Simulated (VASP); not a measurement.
# Au (Fd-3m) in VASP: a series of runs, part 2 of 2

VASP 6.6.1. The steps go on from the part before.

## 4. Single point, r2SCAN

This run uses another cell than the first one, of 24.08 Å³/atom, 1.159 times its volume.

POSCAR reads:

```
Au
1.0
    0.0000000000      2.8878769890      2.8878769890
    2.8878769890      0.0000000000      2.8878769890
    2.8878769890      2.8878769890      0.0000000000
Au
2
Direct
    0.0000000000      0.0000000000      0.0000000000
    0.2500000000      0.2500000000      0.2500000000
```

INCAR.step1 reads:

```
SYSTEM = Au
  ALGO = Normal
  EDIFF = 1E-4
  ENCUT = 520
  GGA = PE
  ISMEAR = 0
  LASPH = .True.
  LCHARG = .False.
  LREAL = .False.
  LWAVE = .True.
  NBANDS = 18
  NELM = 100
  PREC = Accurate
  SIGMA = 0.05
```

INCAR.step2 reads:

```
SYSTEM = Au
  ALGO = Normal
  EDIFF = 1E-6
  ENCUT = 520
  ISIF = 2
  ISMEAR = 0
  ISTART = 1
  LASPH = .True.
  LCHARG = .False.
  LMIXTAU = .True.
  LREAL = .False.
  LWAVE = .False.
  METAGGA = R2SCAN
  NBANDS = 18
  NELM = 100
  PREC = Accurate
  SIGMA = 0.05
```

KPOINTS reads:

```
k-points
0
Gamma
  6 6 6
  0 0 0
```

Potentials or basis: VASP PAW PBE potentials, release 64 (Au).

Command:

```sh
cat potpaw_PBE.64/Au/POTCAR > POTCAR
cp INCAR.step1 INCAR
mpirun -np 1 vasp_std > vasp.out
cp INCAR.step2 INCAR
mpirun -np 1 vasp_std > vasp.out
```

OUTCAR:

```text
SYSTEM = Au
   EDIFF = 1E-6
   ENCUT = 520
   ISIF = 2
   ISMEAR = 0
   ISTART = 1
   LASPH = .True.
   LREAL = .False.
   METAGGA = R2SCAN
   NELM = 100
   PREC = Accurate

 ion  position               nearest neighbor table
   1  0.000  0.000  0.000-   2 2.50   2 2.50   2 2.50   2 2.50
   2  0.250  0.250  0.250-   1 2.50   1 2.50   1 2.50   1 2.50

  LATTYP: Found a face centered cubic cell.
 ALAT       =     5.7757539780

  Lattice vectors:

 A1 = (   0.0000000000,   2.8878769890,   2.8878769890)
 A2 = (   2.8878769890,   0.0000000000,   2.8878769890)
 A3 = (   2.8878769890,   2.8878769890,   0.0000000000)

Analysis of symmetry for initial positions (statically):
=====================================================================
 Subroutine PRICEL returns:
 Original cell was already a primitive cell.

 Routine SETGRP: Setting up the symmetry group for a
 face centered cubic supercell.

 Subroutine GETGRP returns: Found 48 space group operations
 (whereof 24 operations were pure point group operations)
 out of a pool of 48 trial point group operations.

The static configuration has the point symmetry T_d .
 The point group associated with its full space group is O_h .

Analysis of symmetry for dynamics (positions and initial velocities):
=====================================================================
 Subroutine PRICEL returns:
 Original cell was already a primitive cell.

 Routine SETGRP: Setting up the symmetry group for a
 face centered cubic supercell.

 Subroutine GETGRP returns: Found 48 space group operations
 (whereof 24 operations were pure point group operations)
 out of a pool of 48 trial point group operations.

The dynamic configuration has the point symmetry T_d .
 The point group associated with its full space group is O_h .
[... 102 lines left out ...]
   NUPDOWN=      -1.0000    fix difference up-down
   EMIN   =  10.00;   EMAX   =-10.00  energy-range for DOS
   EFERMI =   0.00;   METHOD = LEGACY
   ISMEAR =     0;   SIGMA  =   0.05  broadening in eV -4-tet -1-fermi 0-gaus
   EFERMI_NEDOS =   21; number of points for ismear=-14 and -15
   IALGO  =     38    algorithm
   IMIX   =      4    mixing-type and parameters
     AMIX     =   0.40;   BMIX     =  1.00
     AMIX_MAG =   1.60;   BMIX_MAG =  1.00
  volume/ion in A,a.u.               =      24.08       162.53
  Fermi-wavevector in a.u.,A,eV,Ry     =   1.260744  2.382461 21.626139  1.589476
  Thomas-Fermi vector in A             =   2.394239
   LORBIT       =      0    0 simple, 1 ext, 2 COOP (PROOUT), +10 PAW based schemes
   METAGGA = R2SCAN    functional components
   LHFCALC =     F    Hartree Fock is set to
   AEXX    =    0.0000 exact exchange contribution
   IVDW    =     0    specifies the selected vdW correction
   LEPSILON=     F    determine dielectric tensor
   LRPA    =     F    only Hartree local field effects (RPA)
 non-spin polarized calculation
 Gauss-broadening in eV      SIGMA  =   0.05
  energy-cutoff  :      520.00
  volume of cell :       48.17
 maximum number of plane-waves:      1313
   NGX = 15   NGY = 15   NGZ = 15

 number of electron      21.9999996 magnetization

 Free energy of the ion-electron system (eV)
  ---------------------------------------------------
  ext. energy  EPLUGINS =         0.00000000
  ---------------------------------------------------
  free energy    TOTEN  =       -99.25612378 eV

  energy without entropy =      -99.25300651  energy(sigma->0) =      -99.25456515

 E-fermi :   4.7950     XC(G=0): -11.0457

 val. band max:        4.3898134273   @ k =  -0.3333   0.3333   0.1667
 cond. band min:       4.7986917896   @ k =  -0.3333   0.3333   0.1667
 fundamental gap:      0.4088783622
 Fermi energy:         4.7949924365

 k-point     1 :       0.0000    0.0000    0.0000
  band No.  band energies     occupation
      1      -2.7574      2.00000
      2      -0.7100      2.00000
      3      -0.7100      2.00000
      4      -0.6129      2.00000
      5      -0.6129      2.00000
      6      -0.6129      2.00000
[... 313 lines left out ...]
      5       0.6362      2.00000
      6       0.6362      2.00000
[... 10 lines left out ...]
     17      20.2126      0.00000
     18      20.2126      0.00000

------------------------ aborting loop because EDIFF is reached ----------------------------------------

  FORCE on cell =-STRESS in cart. coord.  units (eV):
  Direction    XX          YY          ZZ          XY          YZ          ZX
  --------------------------------------------------------------------------------------
  -------------------------------------------------------------------------------------
  Total        4.5817004      4.5817004      4.5817004      0.0000000      0.0000000      0.0000000
  in kB      152.3951707    152.3951707    152.3951707      0.0000000      0.0000000      0.0000000
  external PRESSURE =     152.3951707 kB  Pullay stress =       0.0000000 kB

 VOLUME and BASIS-vectors are now :
 -----------------------------------------------------------------------------
  energy-cutoff  :      520.00
  volume of cell :       48.17
      direct lattice vectors                 reciprocal lattice vectors
     0.000000000  2.887876989  2.887876989    -0.173137568  0.173137568  0.173137568
     2.887876989  0.000000000  2.887876989     0.173137568 -0.173137568  0.173137568
     2.887876989  2.887876989  0.000000000     0.173137568  0.173137568 -0.173137568

 POSITION                                       TOTAL-FORCE (eV/Angst)
 -----------------------------------------------------------------------------------
      0.00000      0.00000      0.00000        -0.000000     -0.000000      0.000000
      1.44394      1.44394      1.44394         0.000000      0.000000     -0.000000
 -----------------------------------------------------------------------------------
    total drift:                                0.000000     -0.000000      0.000000

  FREE ENERGIE OF THE ION-ELECTRON SYSTEM (eV)
  ---------------------------------------------------
  free  energy   TOTEN  =       -99.2561237848 eV

  energy  without entropy=      -99.2530065084  energy(sigma->0) =      -99.25456515
```

OUTCAR.step1:

```text
SYSTEM = Au
   EDIFF = 1E-4
   ENCUT = 520
   GGA = PE
   ISMEAR = 0
   LASPH = .True.
   LREAL = .False.
[... 547 lines left out ...]
      0.00000      0.00000      0.00000         0.000000      0.000000      0.000000
      1.44394      1.44394      1.44394        -0.000000     -0.000000     -0.000000
 -----------------------------------------------------------------------------------
    total drift:                                0.000000     -0.000000      0.000000

  FREE ENERGIE OF THE ION-ELECTRON SYSTEM (eV)
  ---------------------------------------------------
  free  energy   TOTEN  =        -4.5323342281 eV

  energy  without entropy=       -4.5292169525  energy(sigma->0) =       -4.53077559
```

Run time: 25 s. Hardware: 1 thread of Intel Xeon 6975P-C (Granite Rapids), shared host; peak memory 0.17 GiB.

Results:

```
Free energy            : -99.2561 eV
Pressure               : 15.2 GPa
Band gap on the k mesh : zero (band 11 reaches 5.03 eV, above the bottom of band 12 at 4.34 eV)
```

Caveat: the PAW data sets were made with another functional, which shifts forces and pressure a little; spin-orbit coupling is left out, which moves the levels of the heavy elements.

## 5. Single point, r2SCAN

This run uses another cell than the first one, of 28.16 Å³/atom, 1.355 times its volume.

POSCAR reads:

```
Au
1.0
    0.0000000000      3.0425024259      3.0425024259
    3.0425024259      0.0000000000      3.0425024259
    3.0425024259      3.0425024259      0.0000000000
Au
2
Direct
    0.0000000000      0.0000000000      0.0000000000
    0.2500000000      0.2500000000      0.2500000000
```

INCAR.step1 reads:

```
PREC     = Accurate       # precision mode
ENCUT    = 520            # plane-wave cutoff, eV
ISMEAR   = 0              # smearing method
SIGMA    = 0.05           # smearing width, eV
LREAL    = False          # projectors in reciprocal space
LASPH    = True           # aspherical terms in the spheres
NELM     = 100            # most SCF steps
NBANDS   = 18             # bands
GGA      = PE             # functional
ALGO     = Normal         # electronic algorithm
EDIFF    = 1E-4           # SCF threshold, eV
LWAVE    = True           # write WAVECAR
LCHARG   = False          # write CHGCAR
```

INCAR.step2 reads:

```
PREC     = Accurate       # precision mode
ENCUT    = 520            # plane-wave cutoff, eV
EDIFF    = 1E-6           # SCF threshold, eV
ISMEAR   = 0              # smearing method
SIGMA    = 0.05           # smearing width, eV
LREAL    = False          # projectors in reciprocal space
LASPH    = True           # aspherical terms in the spheres
NELM     = 100            # most SCF steps
ALGO     = Normal         # electronic algorithm
ISIF     = 2              # what is computed and relaxed
LWAVE    = False          # write WAVECAR
LCHARG   = False          # write CHGCAR
METAGGA  = R2SCAN         # meta-GGA
LMIXTAU  = True         
NBANDS   = 18             # bands
ISTART   = 1
```

KPOINTS reads:

```
Automatic mesh
0
Gamma
  6 6 6
```

Potentials or basis: VASP PAW PBE potentials, release 64 (Au).

Command:

```sh
cat potpaw_PBE.64/Au/POTCAR > POTCAR
cp INCAR.step1 INCAR
mpirun -np 1 vasp_std > vasp.out
cp INCAR.step2 INCAR
mpirun -np 1 vasp_std > vasp.out
```

OUTCAR:

```text
PREC = Accurate
   ENCUT = 520
   EDIFF = 1E-6
   ISMEAR = 0
   LREAL = False
   LASPH = True
   NELM = 100
   ISIF = 2
   METAGGA = R2SCAN
   ISTART = 1

 ion  position               nearest neighbor table
   1  0.000  0.000  0.000-   2 2.63   2 2.63   2 2.63   2 2.63
   2  0.250  0.250  0.250-   1 2.63   1 2.63   1 2.63   1 2.63

  LATTYP: Found a face centered cubic cell.
 ALAT       =     6.0850048518

  Lattice vectors:

 A1 = (   0.0000000000,   3.0425024259,   3.0425024259)
[... 513 lines left out ...]
------------------------ aborting loop because EDIFF is reached ----------------------------------------

  FORCE on cell =-STRESS in cart. coord.  units (eV):
  Direction    XX          YY          ZZ          XY          YZ          ZX
  --------------------------------------------------------------------------------------
  -------------------------------------------------------------------------------------
  Total        0.0505250      0.0505250      0.0505250     -0.0000000      0.0000000      0.0000000
  in kB        1.4371227      1.4371227      1.4371227     -0.0000000      0.0000000      0.0000000
  external PRESSURE =       1.4371227 kB  Pullay stress =       0.0000000 kB

 VOLUME and BASIS-vectors are now :
 -----------------------------------------------------------------------------
  energy-cutoff  :      520.00
  volume of cell :       56.33
      direct lattice vectors                 reciprocal lattice vectors
     0.000000000  3.042502426  3.042502426    -0.164338406  0.164338406  0.164338406
     3.042502426  0.000000000  3.042502426     0.164338406 -0.164338406  0.164338406
     3.042502426  3.042502426  0.000000000     0.164338406  0.164338406 -0.164338406

 POSITION                                       TOTAL-FORCE (eV/Angst)
 -----------------------------------------------------------------------------------
      0.00000      0.00000      0.00000         0.000000     -0.000000     -0.000000
      1.52125      1.52125      1.52125        -0.000000      0.000000      0.000000
 -----------------------------------------------------------------------------------
    total drift:                               -0.000000      0.000000      0.000000

  FREE ENERGIE OF THE ION-ELECTRON SYSTEM (eV)
  ---------------------------------------------------
  free  energy   TOTEN  =       -99.5845867722 eV

  energy  without entropy=      -99.5807817944  energy(sigma->0) =      -99.58268428
```

OSZICAR.step1:

```text
N       E                     dE             d eps       ncg     rms          rms(c)
DAV:   1     0.120926328985E+03    0.12093E+03   -0.10791E+04   592   0.109E+03
DAV:   2    -0.303132676457E+01   -0.12396E+03   -0.11776E+03   608   0.235E+02
DAV:   3    -0.537409412922E+01   -0.23428E+01   -0.23286E+01   684   0.331E+01
DAV:   4    -0.538936611619E+01   -0.15272E-01   -0.15270E-01   656   0.277E+00
DAV:   5    -0.538961183468E+01   -0.24572E-03   -0.24572E-03   688   0.372E-01    0.893E+00
DAV:   6    -0.500028490962E+01    0.38933E+00   -0.12092E+00   614   0.825E+00    0.652E+00
DAV:   7    -0.498815920348E+01    0.12126E-01   -0.18526E-02   630   0.976E-01    0.350E+00
DAV:   8    -0.498416685951E+01    0.39923E-02   -0.19311E-03   610   0.303E-01    0.636E-02
DAV:   9    -0.498418353888E+01   -0.16679E-04   -0.68002E-05   398   0.615E-02
   1 F= -.49841835E+01 E0= -.49819682E+01  d E =-.443072E-02
```

It took 24 s on 1 thread of Intel Xeon 6975P-C (Granite Rapids), shared host; peak memory 0.18 GiB.

Results:

```yaml
Free_energy: -99.5846 eV
Pressure: 0.1 GPa
Band_gap_on_the_k_mesh: zero (band 11 reaches 3.25 eV, above the bottom of band 12 at 2.55 eV)
```

Levels at points of the mesh, in eV from the Fermi level:
| k point | band 9 | band 10 | band 11 | band 12 | band 13 | band 14 |
| --- | --- | --- | --- | --- | --- | --- |
| (0.00, 0.00, 0.00) | -2.72 | -1.69 | -1.69 | 8.80 | 9.84 | 9.85 |
| (0.50, 0.00, 0.00) | -1.81 | -1.81 | -1.12 | -0.68 | 6.87 | 6.87 |
| (0.50, 0.50, 0.00) | -1.62 | -1.62 | 0.01 | 0.01 | 3.68 | 3.68 |

Caveat: the PAW data sets were made with another functional, which shifts forces and pressure a little; spin-orbit coupling is left out, which moves the levels of the heavy elements.

## 6. Overview

| cell | gap on the mesh (eV) | pressure (GPa) |
| --- | --- | --- |
| a = 3.888 Å, angles 60.0°, 2 atoms | none | 45.3 |
| a = 3.969 Å, angles 60.0°, 2 atoms | none | 30.3 |
| a = 4.084 Å, angles 60.0°, 2 atoms | none | 15.2 |
| a = 4.303 Å, angles 60.0°, 2 atoms | none | 0.1 |

Alike in all rows: task single point; level r2SCAN; potentials or basis VASP PAW PBE potentials, release 64 (Au); no spin polarisation; k mesh 6 × 6 × 6; cutoff (eV) 520; smearing gaussian 0.05 eV.

Caveats: the PAW data sets were made with another functional, which shifts forces and pressure a little; spin-orbit coupling is left out, which moves the levels of the heavy elements.

Total energies depend on the potentials used, so only differences within one code and one set of settings carry meaning.
